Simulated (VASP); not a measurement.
# Ti12NO23 (a cell with a defect) (Rutile) in VASP: single point with PBE

Aim: the single point of Ti12NO23 (a cell with a defect) (Rutile) with PBE.

Program: VASP 6.6.1. These are calculated values, not measurements. Logs are shortened: lines on timing, memory, paths and dates and some standing lists are left out, and cuts for length are marked.

### 1 The cell of the first run

The cell holds a defect, 36 atoms: a = 6.497 Å, b = 6.497 Å, c = 8.877 Å, α = 90.00°, β = 90.00°, γ = 90.00°.

### 2 Single point, PBE

Contents of INCAR:

```
PREC = Accurate
ENCUT = 520
EDIFF = 1E-6
ISMEAR = -1
SIGMA = 0.01
LREAL = Auto
LASPH = True
NELM = 100
ALGO = Normal
ISIF = 2
LWAVE = False
LCHARG = False
GGA = PE
NELECT = 288.0
NBANDS = 168
```

Contents of KPOINTS:

```
regular mesh
0
Gamma
  4 4 3
```

Contents of POSCAR:

```
Ti12NO23
1.0
    4.5940000000      4.5940000000      0.0000000000
   -4.5940000000      4.5940000000      0.0000000000
    0.0000000000      0.0000000000      8.8770000000
Ti N O
12 1 23
Direct
    0.0126534435      0.0000000000      0.0000000000
   -0.0133394994      0.0000000000      0.3333786408
   -0.0133394994      0.0000000000      0.6666213592
    0.4948443045      0.5000000000      0.0000000000
    0.5042283323      0.5000000000      0.3332828118
    0.5042283323      0.5000000000      0.6667171882
    0.4960739600      0.0000000000      0.1602342292
    0.4850956802      0.0000000000      0.5000000000
    0.4960739600      0.0000000000      0.8397657708
   -0.0037845292      0.5000000000      0.1671455021
    0.0103338905      0.5000000000      0.5000000000
   -0.0037845292      0.5000000000      0.8328544979
    0.3044425436      0.0000000000      0.0000000000
    0.3042225080      0.0000000000      0.3339561859
    0.3042225080      0.0000000000      0.6660438141
    0.8055655454      0.5000000000      0.0000000000
    0.8065045824      0.5000000000      0.3347895490
    0.8065045824      0.5000000000      0.6652104510
    0.5036713316      0.3064516959      0.1676206723
    0.5002852749      0.3051863207      0.5000000000
    0.5036713316      0.3064516959      0.8323793277
   -0.0022990488      0.8023579644      0.1678791409
    0.0033828410      0.8025473567      0.5000000000
   -0.0022990488      0.8023579644      0.8321208591
    0.6959261717      0.0000000000      0.0000000000
    0.6990266997      0.0000000000      0.3376849188
    0.6990266997      0.0000000000      0.6623150812
    0.1971753358      0.5000000000      0.0000000000
    0.1976368071      0.5000000000      0.3322200872
    0.1976368071      0.5000000000      0.6677799128
    0.5036713316      0.6935483041      0.1676206723
    0.5002852749      0.6948136793      0.5000000000
    0.5036713316      0.6935483041      0.8323793277
   -0.0022990488      0.1976420356      0.1678791409
    0.0033828410      0.1974526433      0.5000000000
   -0.0022990488      0.1976420356      0.8321208591
```

Potentials or basis: VASP PAW PBE potentials, release 64 (Ti_sv, N, O).

Launch:

```
> cat potpaw_PBE.64/Ti_sv/POTCAR potpaw_PBE.64/N/POTCAR potpaw_PBE.64/O/POTCAR > POTCAR
> mpirun -np 1 vasp_std > vasp.out
```

OUTCAR:

```text
PREC = Accurate
   ENCUT = 520
   EDIFF = 1E-6
   ISMEAR = -1
   LREAL = Auto
   LASPH = True
   NELM = 100
   ISIF = 2
   GGA = PE
   NELECT = 288.0

 ion  position               nearest neighbor table
   1  0.013  0.000  0.000-  13 1.90  22 1.97  24 1.97  34 1.97  36 1.97  25 2.06
   2  0.987  0.000  0.333-  26 1.87  22 1.95  34 1.95  23 1.96  35 1.96  14 2.06
   3  0.987  0.000  0.667-  27 1.87  24 1.95  36 1.95  35 1.96  23 1.96  15 2.06
   4  0.495  0.500  0.000-  28 1.93  21 1.95  19 1.95  31 1.95  33 1.95  16 2.02
   5  0.504  0.500  0.333-  19 1.93  31 1.93  20 1.95  32 1.95  17 1.96  29 1.99
   6  0.504  0.500  0.667-  21 1.93  33 1.93  32 1.95  20 1.95  18 1.96  30 1.99
   7  0.496  0.000  0.160-  13 1.89  25 1.93  14 1.98  19 1.99  31 1.99  26 2.05   9 2.84
   8  0.485  0.000  0.500-  14 1.89  15 1.89  20 1.99  32 1.99  27 2.00  26 2.00
   9  0.496  0.000  0.840-  13 1.89  25 1.93  15 1.98  21 1.99  33 1.99  27 2.05   7 2.84
  10  0.996  0.500  0.167-  17 1.93  16 1.93  22 1.96  34 1.96  29 1.96  28 1.98
  11  0.010  0.500  0.500-  29 1.92  30 1.92  23 1.97  35 1.97  17 1.98  18 1.98
  12  0.996  0.500  0.833-  18 1.93  16 1.93  24 1.96  36 1.96  30 1.96  28 1.98
  13  0.304  0.000  0.000-   7 1.89   9 1.89   1 1.90
  14  0.304  0.000  0.334-   8 1.89   7 1.98   2 2.06
  15  0.304  0.000  0.666-   8 1.89   9 1.98   3 2.06
  16  0.806  0.500  0.000-  10 1.93  12 1.93   4 2.02
  17  0.807  0.500  0.335-  10 1.93   5 1.96  11 1.98
  18  0.807  0.500  0.665-  12 1.93   6 1.96  11 1.98
[... 16 lines left out ...]
  35  0.003  0.197  0.500-   2 1.96   3 1.96  11 1.97
  36  0.998  0.198  0.832-   3 1.95  12 1.96   1 1.97

  LATTYP: Found a simple tetragonal cell.
 ALAT       =     6.4968971055
 C/A-ratio  =     1.3663445574

  Lattice vectors:

 A1 = (   4.5940000000,   4.5940000000,   0.0000000000)
 A2 = (  -4.5940000000,   4.5940000000,   0.0000000000)
 A3 = (   0.0000000000,   0.0000000000,   8.8770000000)

Analysis of symmetry for initial positions (statically):
=====================================================================
 Subroutine PRICEL returns:
 Original cell was already a primitive cell.

 Routine SETGRP: Setting up the symmetry group for a
 simple tetragonal supercell.

 Subroutine GETGRP returns: Found  4 space group operations
 (whereof  4 operations were pure point group operations)
 out of a pool of 16 trial point group operations.

The static configuration has the point symmetry C_2v.

Analysis of symmetry for dynamics (positions and initial velocities):
=====================================================================
 Subroutine PRICEL returns:
 Original cell was already a primitive cell.

 Routine SETGRP: Setting up the symmetry group for a
 simple tetragonal supercell.

 Subroutine GETGRP returns: Found  4 space group operations
 (whereof  4 operations were pure point group operations)
 out of a pool of 16 trial point group operations.

The dynamic configuration has the point symmetry C_2v.

 Subroutine INISYM returns: Found  4 space group operations
 (whereof  4 operations are pure point group operations),
 and found     1 'primitive' translations

----------------------------------------------------------------------------------------

                                     Primitive cell

  volume of cell :     374.6953

  direct lattice vectors                    reciprocal lattice vectors
     4.594000000  4.594000000  0.000000000     0.108837614  0.108837614  0.000000000
    -4.594000000  4.594000000  0.000000000    -0.108837614  0.108837614  0.000000000
     0.000000000  0.000000000  8.877000000     0.000000000  0.000000000  0.112650670

  length of vectors
     6.496897106  6.496897106  8.877000000     0.153919630  0.153919630  0.112650670

  position of ions in fractional coordinates (direct lattice)
     0.012653443  0.000000000  0.000000000
     0.986660501  0.000000000  0.333378641
     0.986660501  0.000000000  0.666621359
     0.494844304  0.500000000  0.000000000
     0.504228332  0.500000000  0.333282812
     0.504228332  0.500000000  0.666717188
[... 28 lines left out ...]
     0.003382841  0.197452643  0.500000000
     0.997700951  0.197642036  0.832120859

  ion indices of the primitive-cell ions
   primitive index   ion index
                 1           1
                 2           2
                 3           3
                 4           4
                 5           5
                 6           6
[... 28 lines left out ...]
                35          35
                36          36

----------------------------------------------------------------------------------------

 KPOINTS: regular mesh

Automatic generation of k-mesh.
 Grid dimensions read from file:
 generate k-points for:    4    4    3

 Generating k-lattice:

  Cartesian coordinates                     Fractional coordinates (reciprocal lattice)
     0.027209404  0.027209404  0.000000000     0.250000000  0.000000000  0.000000000
    -0.027209404  0.027209404  0.000000000     0.000000000  0.250000000  0.000000000
     0.000000000  0.000000000  0.037550223     0.000000000  0.000000000  0.333333333

  Length of vectors
     0.038479908  0.038479908  0.037550223

  Shift w.r.t. Gamma in fractional coordinates (k-lattice)
     0.000000000  0.000000000  0.000000000

 Subroutine IBZKPT returns following result:
 ===========================================

 Found     18 irreducible k-points:

 Following reciprocal coordinates:
            Coordinates               Weight
  0.000000  0.000000  0.000000      1.000000
  0.250000  0.000000  0.000000      2.000000
  0.000000  0.250000  0.000000      2.000000
  0.500000  0.000000  0.000000      1.000000
  0.000000  0.500000  0.000000      1.000000
  0.250000  0.250000  0.000000      4.000000
[... 10 lines left out ...]
 -0.250000  0.500000  0.333333      4.000000
  0.500000  0.500000  0.333333      2.000000
   k-points           NKPTS =     18   k-points in BZ     NKDIM =     18   number of bands    NBANDS=    168
   number of dos      NEDOS =    301   number of ions     NIONS =     36
   total plane-waves  NPLWV = 161280
   dimension x,y,z NGX =    48 NGY =   48 NGZ =   70
   dimension x,y,z NGXF=    96 NGYF=   96 NGZF=  140
   ions per type =              12   1  23
   NGX,Y,Z   is equivalent  to a cutoff of  12.28, 12.28, 13.11 a.u.
   NGXF,Y,Z  is equivalent  to a cutoff of  24.56, 24.56, 26.22 a.u.
 SYSTEM =  unknown system
   PREC   = accura    normal or accurate (medium, high low for compatibility)
   ISTART =      0    job   : 0-new  1-cont  2-samecut
   ICHARG =      2    charge: 1-file 2-atom 10-const
   ISPIN  =      1    spin polarized calculation?
   LNONCOLLINEAR =      F non collinear calculations
   LSORBIT =      F    spin-orbit coupling
   LASPH  =      T    aspherical Exc in radial PAW
   ENCUT  =  520.0 eV  38.22 Ry    6.18 a.u.  12.08 12.08 16.51*2*pi/ulx,y,z
   NELM   =    100;   NELMIN=  2; NELMDL= -5     # of ELM steps
   EDIFF  = 0.1E-05   stopping-criterion for ELM
   LREAL  =      T    real-space projection
   EDIFFG = 0.1E-04   stopping-criterion for IOM
   NSW    =      0    number of steps for IOM
   IBRION =     -1    ionic relax: 0-MD 1-quasi-New 2-CG
   NFREE  =      0    steps in history (QN), initial steepest desc. (CG)
   ISIF   =      2    stress and relaxation
   ISYM   =      2    0-nonsym 1-usesym 2-fastsym
   POTIM  = 0.5000    time-step for ionic-motion
   TEBEG  =    0.0;   TEEND  =   0.0 temperature during run
   PSTRESS=    0.0 pullay stress
   NELECT =     288.0000    total number of electrons
   NUPDOWN=      -1.0000    fix difference up-down
   EMIN   =  10.00;   EMAX   =-10.00  energy-range for DOS
   EFERMI =   0.00;   METHOD = LEGACY
   ISMEAR =    -1;   SIGMA  =   0.01  broadening in eV -4-tet -1-fermi 0-gaus
   EFERMI_NEDOS =   21; number of points for ismear=-14 and -15
   IALGO  =     38    algorithm
   IMIX   =      4    mixing-type and parameters
     AMIX     =   0.40;   BMIX     =  1.00
     AMIX_MAG =   1.60;   BMIX_MAG =  1.00
  volume/ion in A,a.u.               =      10.41        70.24
  Fermi-wavevector in a.u.,A,eV,Ry     =   1.499614  2.833860 30.597370  2.248843
  Thomas-Fermi vector in A             =   2.611221
   LORBIT       =      0    0 simple, 1 ext, 2 COOP (PROOUT), +10 PAW based schemes
   GGA     = PE    functional components
   LHFCALC =     F    Hartree Fock is set to
   AEXX    =    0.0000 exact exchange contribution
   IVDW    =     0    specifies the selected vdW correction
   LEPSILON=     F    determine dielectric tensor
   LRPA    =     F    only Hartree local field effects (RPA)
 non-spin polarized calculation
  energy-cutoff  :      520.00
  volume of cell :      374.70
 maximum number of plane-waves:     10116
   NGX = 25   NGY = 25   NGZ = 33

 number of electron     287.9999979 magnetization

 Free energy of the ion-electron system (eV)
  ---------------------------------------------------
  ext. energy  EPLUGINS =         0.00000000
  ---------------------------------------------------
  free energy    TOTEN  =      -315.12448284 eV

  energy without entropy =     -315.12448284  energy(sigma->0) =     -315.12448284

 E-fermi :   5.4530     XC(G=0): -11.4497

 val. band max:        5.0684074393   @ k =   0.0000   0.0000   0.0000
 cond. band min:       6.6861314864   @ k =   0.0000   0.0000   0.0000
 fundamental gap:      1.6177240471
 Fermi energy:         5.4530081673

 k-point     1 :       0.0000    0.0000    0.0000
  band No.  band energies     occupation
      1     -52.0986      2.00000
      2     -52.0913      2.00000
      3     -52.0705      2.00000
      4     -52.0517      2.00000
      5     -52.0406      2.00000
      6     -52.0252      2.00000
[... 148 lines left out ...]
    155       7.6113      0.00000
    156       7.6218      0.00000

 k-point     2 :       0.2500    0.0000    0.0000
  band No.  band energies     occupation
      1     -52.0975      2.00000
      2     -52.0924      2.00000
      3     -52.0705      2.00000
      4     -52.0515      2.00000
      5     -52.0409      2.00000
      6     -52.0253      2.00000
[... 2692 lines left out ...]
    155       7.6864      0.00000
    156       7.7972      0.00000
 [bands above 156 left out]

------------------------ aborting loop because EDIFF is reached ----------------------------------------

  FORCE on cell =-STRESS in cart. coord.  units (eV):
  Direction    XX          YY          ZZ          XY          YZ          ZX
  --------------------------------------------------------------------------------------
  -------------------------------------------------------------------------------------
  Total       27.4830428     27.4830428     25.1592268      0.9097568      0.0000000      0.0000000
  in kB      117.5160538    117.5160538    107.5795383      3.8900725      0.0000000      0.0000000
  external PRESSURE =     114.2038819 kB  Pullay stress =       0.0000000 kB

 VOLUME and BASIS-vectors are now :
 -----------------------------------------------------------------------------
  energy-cutoff  :      520.00
  volume of cell :      374.70
      direct lattice vectors                 reciprocal lattice vectors
     4.594000000  4.594000000  0.000000000     0.108837614  0.108837614  0.000000000
    -4.594000000  4.594000000  0.000000000    -0.108837614  0.108837614  0.000000000
     0.000000000  0.000000000  8.877000000     0.000000000  0.000000000  0.112650670

 POSITION                                       TOTAL-FORCE (eV/Angst)
 -----------------------------------------------------------------------------------
      0.05813      0.05813      0.00000        -0.002748     -0.002748      0.000000
      4.53272      4.53272      2.95940         0.035539      0.035539     -0.000396
      4.53272      4.53272      5.91760         0.035539      0.035539      0.000396
     -0.02369      4.57031      0.00000         0.009191      0.009191      0.000000
      0.01942      4.61342      2.95855        -0.005555     -0.005555     -0.003420
      0.01942      4.61342      5.91845        -0.005555     -0.005555      0.003420
[... 28 lines left out ...]
     -0.89156      0.92264      4.43850        -0.006513      0.019098      0.000000
      3.67547      5.49141      7.38674        -0.011823      0.010914      0.002905
 -----------------------------------------------------------------------------------
    total drift:                                0.020727      0.020727      0.000008

  FREE ENERGIE OF THE ION-ELECTRON SYSTEM (eV)
  ---------------------------------------------------
  free  energy   TOTEN  =      -315.1244828364 eV

  energy  without entropy=     -315.1244828364  energy(sigma->0) =     -315.12448284
```

Run time: 39 min. Hardware: 1 thread of Intel Xeon Platinum 8488C (Sapphire Rapids), shared host; peak memory 0.85 GiB.

Results:

- Free energy: -315.1245 eV
- Largest force: 0.051 eV/Å

Forces on the atoms (eV/Å):
```
Ti  -0.003 -0.003  0.000
Ti   0.036  0.036  0.000
Ti   0.036  0.036  0.000
Ti   0.009  0.009  0.000
Ti  -0.006 -0.006 -0.003
Ti  -0.006 -0.006  0.003
Ti   0.008  0.008  0.019
Ti   0.018  0.018  0.000
Ti   0.008  0.008 -0.019
Ti   0.002  0.002 -0.002
Ti  -0.014 -0.014  0.000
Ti   0.002  0.002  0.002
N   -0.029 -0.029  0.000
O   -0.034 -0.034 -0.017
O   -0.034 -0.034  0.017
O   -0.029 -0.029  0.000
O   -0.016 -0.016  0.014
O   -0.016 -0.016 -0.014
O    0.026 -0.022 -0.001
O    0.016 -0.016  0.000
O    0.026 -0.022  0.001
O    0.011 -0.012 -0.003
O    0.019 -0.007  0.000
O    0.011 -0.012  0.003
O    0.031  0.031  0.000
O   -0.017 -0.017 -0.003
O   -0.017 -0.017  0.003
O    0.009  0.009  0.000
O    0.022  0.022 -0.010
O    0.022  0.022  0.010
O   -0.022  0.026 -0.001
O   -0.016  0.016  0.000
O   -0.022  0.026  0.001
O   -0.012  0.011 -0.003
O   -0.007  0.019  0.000
O   -0.012  0.011  0.003
```

Caveat: the cell carries a net charge on a neutralising background, which shifts energy and pressure; the cell is charged against a uniform background, so pressure and absolute levels hang on convention.
